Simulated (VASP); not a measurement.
# BiTe4 (P-43m) in VASP: notebook

Runs on BiTe4. Level: PBE. Tasks: single point, relaxation of cell and atoms.

Everything below comes from runs of VASP 6.6.1. Logs are shortened: lines on timing, memory, paths and dates and some standing lists are left out, and cuts for length are marked.

## 1. The cell of the first run

It takes space group P-43m (No. 215, cubic). The conventional cell has a = 5.691 Å, b = 5.691 Å, c = 5.691 Å, α = 90.00°, β = 90.00°, γ = 90.00°. Bi (site symmetry -43m) has 4 Te at 2.98 Å within 3.9 Å. Within 3.9 Å of Te (site symmetry 3m) lie 1 Bi at 2.98 Å and 3 Te at 3.19 Å.

The cell was built from a structure type or drawn by symmetry, and may not be a known phase.

## 2. Single point, PBE

File INCAR:

```
PREC = Accurate ; ENCUT = 520
EDIFF = 1E-6 ; ISMEAR = 0
SIGMA = 0.1 ; LREAL = F
LASPH = T ; NELM = 80
ALGO = Normal ; ISIF = 2
LWAVE = F ; LCHARG = F
GGA = PE ; NBANDS = 28
```

File KPOINTS:

```
regular mesh
0
Gamma
  8 8 8
```

File POSCAR:

```
BiTe4
1.0
    5.6914820233      0.0000000000      0.0000000000
    0.0000000000      5.6914820233      0.0000000000
    0.0000000000      0.0000000000      5.6914820233
Bi Te
1 4
Direct
    0.0000000000      0.0000000000      0.0000000000
    0.3019716871      0.3019716871      0.3019716871
    0.6980283129      0.6980283129      0.3019716871
    0.3019716871      0.6980283129      0.6980283129
    0.6980283129      0.3019716871      0.6980283129
```

Potentials or basis: VASP PAW PBE potentials, release 64 (Bi_d, Te).

Started as:

```sh
$ cat potpaw_PBE.64/Bi_d/POTCAR potpaw_PBE.64/Te/POTCAR > POTCAR
$ mpirun -np 1 vasp_std > vasp.out
```

OUTCAR:

```text
PREC = Accurate
   ENCUT = 520
   EDIFF = 1E-6
   ISMEAR = 0
   LREAL = F
   LASPH = T
   NELM = 80
   ISIF = 2
   GGA = PE

 ion  position               nearest neighbor table
   1  0.000  0.000  0.000-   2 2.98   3 2.98   4 2.98   5 2.98
   2  0.302  0.302  0.302-   1 2.98   3 3.19   4 3.19   5 3.19
   3  0.698  0.698  0.302-   1 2.98   2 3.19   4 3.19   5 3.19
   4  0.302  0.698  0.698-   1 2.98   2 3.19   3 3.19   5 3.19
   5  0.698  0.302  0.698-   1 2.98   2 3.19   3 3.19   4 3.19

  LATTYP: Found a simple cubic cell.
 ALAT       =     5.6914820233

  Lattice vectors:

 A1 = (   5.6914820233,   0.0000000000,   0.0000000000)
 A2 = (   0.0000000000,   5.6914820233,   0.0000000000)
 A3 = (   0.0000000000,   0.0000000000,   5.6914820233)

Analysis of symmetry for initial positions (statically):
=====================================================================
 Subroutine PRICEL returns:
 Original cell was already a primitive cell.

 Routine SETGRP: Setting up the symmetry group for a
 simple cubic supercell.

 Subroutine GETGRP returns: Found 24 space group operations
 (whereof 24 operations were pure point group operations)
 out of a pool of 48 trial point group operations.

The static configuration has the point symmetry T_d .

Analysis of symmetry for dynamics (positions and initial velocities):
=====================================================================
 Subroutine PRICEL returns:
 Original cell was already a primitive cell.

 Routine SETGRP: Setting up the symmetry group for a
 simple cubic supercell.

 Subroutine GETGRP returns: Found 24 space group operations
 (whereof 24 operations were pure point group operations)
 out of a pool of 48 trial point group operations.

The dynamic configuration has the point symmetry T_d .

 Subroutine INISYM returns: Found 24 space group operations
 (whereof 24 operations are pure point group operations),
 and found     1 'primitive' translations

----------------------------------------------------------------------------------------

                                     Primitive cell

  volume of cell :     184.3640

  direct lattice vectors                    reciprocal lattice vectors
     5.691482023  0.000000000  0.000000000     0.175701161  0.000000000  0.000000000
     0.000000000  5.691482023  0.000000000     0.000000000  0.175701161  0.000000000
     0.000000000  0.000000000  5.691482023     0.000000000  0.000000000  0.175701161

  length of vectors
     5.691482023  5.691482023  5.691482023     0.175701161  0.175701161  0.175701161

  position of ions in fractional coordinates (direct lattice)
     0.000000000  0.000000000  0.000000000
     0.301971687  0.301971687  0.301971687
     0.698028313  0.698028313  0.301971687
     0.301971687  0.698028313  0.698028313
     0.698028313  0.301971687  0.698028313

  ion indices of the primitive-cell ions
   primitive index   ion index
                 1           1
                 2           2
                 3           3
                 4           4
                 5           5

----------------------------------------------------------------------------------------

 KPOINTS: regular mesh

Automatic generation of k-mesh.
 Grid dimensions read from file:
 generate k-points for:    8    8    8

 Generating k-lattice:

  Cartesian coordinates                     Fractional coordinates (reciprocal lattice)
     0.021962645  0.000000000  0.000000000     0.125000000  0.000000000  0.000000000
     0.000000000  0.021962645  0.000000000     0.000000000  0.125000000  0.000000000
     0.000000000  0.000000000  0.021962645     0.000000000  0.000000000  0.125000000

  Length of vectors
     0.021962645  0.021962645  0.021962645

  Shift w.r.t. Gamma in fractional coordinates (k-lattice)
     0.000000000  0.000000000  0.000000000

 Subroutine IBZKPT returns following result:
 ===========================================

 Found     35 irreducible k-points:

 Following reciprocal coordinates:
            Coordinates               Weight
  0.000000  0.000000  0.000000      1.000000
  0.125000  0.000000  0.000000      6.000000
  0.250000  0.000000  0.000000      6.000000
  0.375000  0.000000  0.000000      6.000000
  0.500000  0.000000  0.000000      3.000000
  0.125000  0.125000  0.000000     12.000000
[... 16 lines left out ...]
  0.375000  0.375000  0.125000     24.000000
  0.500000  0.375000  0.125000     24.000000
 [... further k-points ...]
   k-points           NKPTS =     35   k-points in BZ     NKDIM =     35   number of bands    NBANDS=     28
   number of dos      NEDOS =    301   number of ions     NIONS =      5
   total plane-waves  NPLWV =  74088
   dimension x,y,z NGX =    42 NGY =   42 NGZ =   42
   dimension x,y,z NGXF=    84 NGYF=   84 NGZF=   84
   ions per type =               1   4
   NGX,Y,Z   is equivalent  to a cutoff of  12.27, 12.27, 12.27 a.u.
   NGXF,Y,Z  is equivalent  to a cutoff of  24.54, 24.54, 24.54 a.u.
[... 31 lines left out ...]
  volume/ion in A,a.u.               =      36.87       248.83
  Fermi-wavevector in a.u.,A,eV,Ry     =   0.975448  1.843330 12.945940  0.951500
  Thomas-Fermi vector in A             =   2.105989
   LORBIT       =      0    0 simple, 1 ext, 2 COOP (PROOUT), +10 PAW based schemes
   GGA     = PE    functional components
   LHFCALC =     F    Hartree Fock is set to
   AEXX    =    0.0000 exact exchange contribution
   IVDW    =     0    specifies the selected vdW correction
   LEPSILON=     F    determine dielectric tensor
   LRPA    =     F    only Hartree local field effects (RPA)
 non-spin polarized calculation
 Gauss-broadening in eV      SIGMA  =   0.10
  energy-cutoff  :      520.00
  volume of cell :      184.36
 maximum number of plane-waves:      4985
   NGX = 21   NGY = 21   NGZ = 21

 number of electron      38.9999996 magnetization

 Free energy of the ion-electron system (eV)
  ---------------------------------------------------
  ext. energy  EPLUGINS =         0.00000000
  ---------------------------------------------------
  free energy    TOTEN  =       -14.68083995 eV

  energy without entropy =      -14.65616119  energy(sigma->0) =      -14.66850057

 E-fermi :   4.8562     XC(G=0):  -8.8496

 val. band max:        4.8399063560   @ k =   0.3750   0.2500   0.2500
 cond. band min:       4.8586243233   @ k =   0.5000   0.3750   0.1250
 fundamental gap:      0.0187179673
 Fermi energy:         4.8561900032

 k-point     1 :       0.0000    0.0000    0.0000
  band No.  band energies     occupation
      1     -17.9276      2.00000
      2     -17.9276      2.00000
      3     -17.9276      2.00000
      4     -17.9003      2.00000
      5     -17.9003      2.00000
      6      -8.0234      2.00000
[... 20 lines left out ...]
     27       9.5517      0.00000
     28       9.5769      0.00000

 k-point     2 :       0.1250    0.0000    0.0000
  band No.  band energies     occupation
      1     -17.9276      2.00000
      2     -17.9276      2.00000
      3     -17.9276      2.00000
      4     -17.9003      2.00000
      5     -17.9003      2.00000
      6      -7.9719      2.00000
[... 20 lines left out ...]
     27       9.7794      0.00000
     28       9.8366      0.00000

 k-point     3 :       0.2500    0.0000    0.0000
  band No.  band energies     occupation
      1     -17.9277      2.00000
      2     -17.9277      2.00000
      3     -17.9276      2.00000
      4     -17.9003      2.00000
      5     -17.9001      2.00000
      6      -7.8198      2.00000
[... 20 lines left out ...]
     27      10.1265      0.00000
     28      10.5889      0.00000

 k-point     4 :       0.3750    0.0000    0.0000
  band No.  band energies     occupation
      1     -17.9278      2.00000
      2     -17.9278      2.00000
      3     -17.9276      2.00000
      4     -17.9003      2.00000
      5     -17.9000      2.00000
      6      -7.5761      2.00000
[... 578 lines left out ...]
     27      11.0194      0.00000
     28      11.0640      0.00000

 k-point    23 :       0.3750    0.3750    0.1250
  band No.  band energies     occupation
      1     -17.9280      2.00000
      2     -17.9278      2.00000
      3     -17.9278      2.00000
      4     -17.9001      2.00000
      5     -17.8998      2.00000
      6      -7.2785      2.00000
[... 20 lines left out ...]
     27      10.9427      0.00000
     28      11.2616      0.00000

 k-point    24 :       0.5000    0.3750    0.1250
  band No.  band energies     occupation
      1     -17.9280      2.00000
      2     -17.9278      2.00000
      3     -17.9278      2.00000
      4     -17.9001      2.00000
      5     -17.8997      2.00000
      6      -7.2099      2.00000
[... 20 lines left out ...]
     27      11.0529      0.00000
     28      11.2011      0.00000

 [... further k-points ...]

------------------------ aborting loop because EDIFF is reached ----------------------------------------

  FORCE on cell =-STRESS in cart. coord.  units (eV):
  Direction    XX          YY          ZZ          XY          YZ          ZX
  --------------------------------------------------------------------------------------
  -------------------------------------------------------------------------------------
  Total       -0.1036846     -0.1036846     -0.1036846      0.0000000      0.0000000     -0.0000000
  in kB       -0.9010498     -0.9010498     -0.9010498      0.0000000      0.0000000     -0.0000000
  external PRESSURE =      -0.9010498 kB  Pullay stress =       0.0000000 kB

 VOLUME and BASIS-vectors are now :
 -----------------------------------------------------------------------------
  energy-cutoff  :      520.00
  volume of cell :      184.36
      direct lattice vectors                 reciprocal lattice vectors
     5.691482023  0.000000000  0.000000000     0.175701161  0.000000000  0.000000000
     0.000000000  5.691482023  0.000000000     0.000000000  0.175701161  0.000000000
     0.000000000  0.000000000  5.691482023     0.000000000  0.000000000  0.175701161

 POSITION                                       TOTAL-FORCE (eV/Angst)
 -----------------------------------------------------------------------------------
      0.00000      0.00000      0.00000        -0.000000     -0.000000      0.000000
      1.71867      1.71867      1.71867         0.002938      0.002938      0.002938
      3.97282      3.97282      1.71867        -0.002938     -0.002938      0.002938
      1.71867      3.97282      3.97282         0.002938     -0.002938     -0.002938
      3.97282      1.71867      3.97282        -0.002938      0.002938     -0.002938
 -----------------------------------------------------------------------------------
    total drift:                               -0.000000     -0.000000     -0.000000

  FREE ENERGIE OF THE ION-ELECTRON SYSTEM (eV)
  ---------------------------------------------------
  free  energy   TOTEN  =       -14.6808399510 eV

  energy  without entropy=      -14.6561611855  energy(sigma->0) =      -14.66850057
```

Run time: 3.7 min. Hardware: 1 thread of Intel Xeon 8259CL, shared host; peak memory 0.36 GiB.

Results:

* Free energy: -14.6808 eV
* Pressure: -0.1 GPa
* Largest force: 0.005 eV/Å
* Band gap on the k mesh: zero (an odd number of electrons rules out a gap without spin polarisation)

Forces on the atoms (eV/Å):
```
Bi   0.000  0.000  0.000
Te   0.003  0.003  0.003
Te  -0.003 -0.003  0.003
Te   0.003 -0.003 -0.003
Te  -0.003  0.003 -0.003
```

Levels at points of the mesh, in eV from the Fermi level:
```
           k point  band 16  band 17  band 18  band 19  band 20  band 21  band 22  band 23  band 24  band 25
(0.00, 0.00, 0.00)    -2.83    -0.29    -0.29    -0.29    -0.04    -0.04    -0.04     2.41     2.41     2.41
(0.50, 0.00, 0.00)    -1.80    -1.30    -0.68    -0.68     0.04     0.04     0.78     1.41     3.67     3.67
(0.50, 0.50, 0.00)    -2.39    -2.39    -0.66     0.20     0.20     1.06     1.41     1.64     3.74     3.74
(0.50, 0.50, 0.50)    -0.47    -0.46    -0.46    -0.46     0.82     0.82     0.82     2.41     2.41     2.41
```

Caveat: spin-orbit coupling is left out, which moves the levels of the heavy elements.

## 3. Relaxation of cell and atoms, PBE

This run uses another cell than the first one, of 36.97 Å³/atom.

File INCAR:

```
PREC = Accurate
ENCUT = 600
EDIFF = 1E-6
ISMEAR = 0
SIGMA = 0.1
LREAL = False
LASPH = True
NELM = 60
ALGO = Normal
ISIF = 3
LWAVE = False
LCHARG = False
GGA = PE
IBRION = 2
NSW = 90
EDIFFG = -0.04
```

File KPOINTS:

```
Automatic mesh
0
Gamma
  4 4 4
```

File POSCAR:

```
BiTe4
1.0
    5.6962405300      0.0000000000      0.0000000000
    0.0000000000      5.6962405300      0.0000000000
    0.0000000000      0.0000000000      5.6962405300
Bi Te
1 4
Direct
    0.0000000000      0.0000000000      0.0000000000
    0.2500000000      0.2500000000      0.2500000000
    0.7500000000      0.7500000000      0.2500000000
    0.2500000000      0.7500000000      0.7500000000
    0.7500000000      0.2500000000      0.7500000000
```

Potentials or basis: VASP PAW PBE potentials, release 64 (Bi_d, Te).

Started as:

```sh
$ cat potpaw_PBE.64/Bi_d/POTCAR potpaw_PBE.64/Te/POTCAR > POTCAR
$ mpirun -np 1 vasp_std > vasp.out
```

It took 20 min on 1 thread of Intel Xeon 8259CL, shared host; peak memory 0.37 GiB.

It converged, with:

```yaml
Free_energy: -14.7366 eV
Relaxed_volume: 36.59 Å³/atom
Relaxed_cell: a = 5.677 Å, b = 5.677 Å, c = 5.677 Å, α = 90.00°, β = 90.00°, γ = 90.00°
Space_group_after_relaxing_to_0.1_Å: P-43m (No. 215)
Energy_gained_by_relaxing: 905.2 meV/atom
Ionic_steps: 20
Pressure_after_relaxing: 0.1 GPa
Band_gap_on_the_k_mesh: zero (an odd number of electrons rules out a gap without spin polarisation)
```

The path:
| step | energy change (eV) | largest force (eV/Å) | pressure (GPa) | volume (Å³) |
| --- | --- | --- | --- | --- |
| 1 | 0.0000 | 5.9349 | 14.49 | 184.83 |
| 2 | -1.7722 | 0.3320 | -4.58 | 289.47 |
| 3 | -3.0575 | 0.6220 | -1.95 | 233.43 |
| 4 | -3.0664 | 0.7166 | -1.67 | 231.21 |
| 5 | -3.0686 | 0.8240 | -1.35 | 228.87 |
| 6 | -3.2842 | 0.9228 | -1.24 | 219.13 |
| 7 | -3.8914 | 1.1647 | 0.17 | 191.59 |
| 8 | -2.8992 | 0.9214 | 16.33 | 143.62 |
| 9 | -3.9590 | 1.3126 | 1.60 | 182.08 |
| 10 | -3.9640 | 1.0427 | 6.62 | 161.02 |
| 11 | -4.0422 | 1.2807 | 3.66 | 171.12 |
| 12 | -4.1453 | 1.1145 | 3.64 | 170.17 |
| 13 | -4.3181 | 0.3346 | 4.08 | 167.35 |
| 14 | -4.4120 | 0.3039 | 2.76 | 171.63 |
| 15 | -4.5099 | 0.2546 | 0.25 | 181.90 |
| 16 | -4.5115 | 0.2496 | -0.07 | 183.37 |
| 17 | -4.5150 | 0.2187 | -0.04 | 183.31 |
| 18 | -4.5229 | 0.1217 | 0.02 | 183.15 |
| 19 | -4.5240 | 0.0988 | 0.20 | 182.82 |
| 20 | -4.5260 | 0.0075 | 0.09 | 182.97 |

Final structure:
```
CELL_PARAMETERS angstrom
5.67710 0.00000 0.00000
0.00000 5.67710 0.00000
0.00000 0.00000 5.67710
ATOMIC_POSITIONS crystal
Bi 0.00000 0.00000 0.00000
Te 0.30242 0.30242 0.30242
Te 0.69758 0.69758 0.30242
Te 0.30242 0.69758 0.69758
Te 0.69758 0.30242 0.69758
```

Levels at points of the mesh, in eV from the Fermi level:
```csv
k point,band 17,band 18,band 19,band 20,band 21,band 22
"(0.00, 0.00, 0.00)",-0.31,-0.31,-0.31,-0.07,-0.07,-0.07
"(0.50, 0.00, 0.00)",-1.33,-0.69,-0.69,0.03,0.03,0.78
"(0.50, 0.50, 0.00)",-2.41,-0.69,0.19,0.19,1.06,1.38
"(0.50, 0.50, 0.50)",-0.47,-0.47,-0.47,0.82,0.82,0.82
```

Caveat: spin-orbit coupling is left out, which moves the levels of the heavy elements.

## 4. Relaxation of cell and atoms, PBE

This run uses another cell than the first one, of 36.67 Å³/atom.

File INCAR:

```
ALGO     = Normal         # electronic algorithm
EDIFF    = 1E-6           # SCF threshold, eV
EDIFFG   = -0.01          # ionic threshold
ENCUT    = 600            # plane-wave cutoff, eV
GGA      = PE             # functional
IBRION   = 2              # ionic algorithm
ISIF     = 3              # what is computed and relaxed
ISMEAR   = 0              # smearing method
LASPH    = True           # aspherical terms in the spheres
LCHARG   = False          # write CHGCAR
LREAL    = False          # projectors in reciprocal space
LWAVE    = False          # write WAVECAR
NELM     = 80             # most SCF steps
NSW      = 100            # ionic steps
PREC     = Accurate       # precision mode
SIGMA    = 0.1            # smearing width, eV
```

File KPOINTS:

```
k-points
0
Gamma
  8 8 8
```

File POSCAR:

```
BiTe4
1.0
    5.6810509347      0.0000000000      0.0000000000
    0.0000000000      5.6810509347      0.0000000000
    0.0000000000      0.0000000000      5.6810509347
Bi Te
1 4
Direct
    0.0000000000      0.0000000000      0.0000000000
    0.3026142195      0.3026142195      0.3026142195
    0.6973857805      0.6973857805      0.3026142195
    0.3026142195      0.6973857805      0.6973857805
    0.6973857805      0.3026142195      0.6973857805
```

Started as:

```sh
$ cat potpaw_PBE.64/Bi_d/POTCAR potpaw_PBE.64/Te/POTCAR > POTCAR
$ mpirun -np 1 vasp_std > vasp.out
```

Wall time 9.2 min (1 thread of Intel Xeon 8259CL, shared host); peak memory 0.45 GiB.

Results (log left out):

| Item | Value |
| --- | --- |
| Free energy | -14.6809 eV |
| Relaxed volume | 36.78 Å³/atom |
| Relaxed cell | a = 5.687 Å, b = 5.687 Å, c = 5.687 Å, α = 90.00°, β = 90.00°, γ = 90.00° |
| Space group after relaxing (to 0.1 Å) | P-43m (No. 215) |
| Energy gained by relaxing | 0.2 meV/atom |
| Ionic steps | 5 |
| Pressure after relaxing | 0.0 GPa |
| Band gap on the k mesh | zero (an odd number of electrons rules out a gap without spin polarisation) |

Step by step:
```
step  energy change (eV)  largest force (eV/Å)  pressure (GPa)  volume (Å³)
   1              0.0000                0.0591            0.15       183.35
   2             -0.0007                0.0260           -0.05       184.27
   3             -0.0007                0.0263           -0.06       184.27
   4             -0.0009                0.0118           -0.03       184.09
   5             -0.0010                0.0018           -0.01       183.92
```

Final structure:
```
Bi Te
1.0
     5.68694    0.00000    0.00000
     0.00000    5.68694    0.00000
     0.00000    0.00000    5.68694
Bi Te
1 4
Direct
  0.00000 0.00000 0.00000
  0.30197 0.30197 0.30197
  0.69803 0.69803 0.30197
  0.30197 0.69803 0.69803
  0.69803 0.30197 0.69803
```

Levels at points of the mesh, in eV from the Fermi level:
```tsv
k point	band 16	band 17	band 18	band 19	band 20	band 21	band 22	band 23
(0.00, 0.00, 0.00)	-2.84	-0.29	-0.29	-0.29	-0.04	-0.04	-0.04	2.41
(0.50, 0.00, 0.00)	-1.80	-1.31	-0.68	-0.68	0.04	0.04	0.79	1.41
(0.50, 0.50, 0.00)	-2.40	-2.40	-0.66	0.20	0.20	1.06	1.41	1.65
(0.50, 0.50, 0.50)	-0.47	-0.46	-0.46	-0.46	0.83	0.83	0.83	2.41
```

Caveat: spin-orbit coupling is left out, which moves the levels of the heavy elements.

## 5. Summary

| task | cell | k mesh | cutoff (eV) | gap on the mesh (eV) | pressure (GPa) | relaxed volume (Å³/atom) |
| --- | --- | --- | --- | --- | --- | --- |
| single point | a = 5.691 Å, 5 atoms, atomic positions A | 8 × 8 × 8 | 520 | none | -0.1 | - |
| relaxation of cell and atoms | relaxed from a = 5.696 Å, 5 atoms, atomic positions B | 4 × 4 × 4 | 600 | none | 0.1 | 36.59 |
| relaxation of cell and atoms | relaxed from a = 5.681 Å, 5 atoms, atomic positions A | 8 × 8 × 8 | 600 | none | 0.0 | 36.78 |

Alike in all rows: level PBE; potentials or basis VASP PAW PBE potentials, release 64 (Bi_d, Te); no spin polarisation; smearing gaussian 0.1 eV.

Caveats: spin-orbit coupling is left out, which moves the levels of the heavy elements.

Total energies depend on the potentials used, so only differences within one code and one set of settings carry meaning.
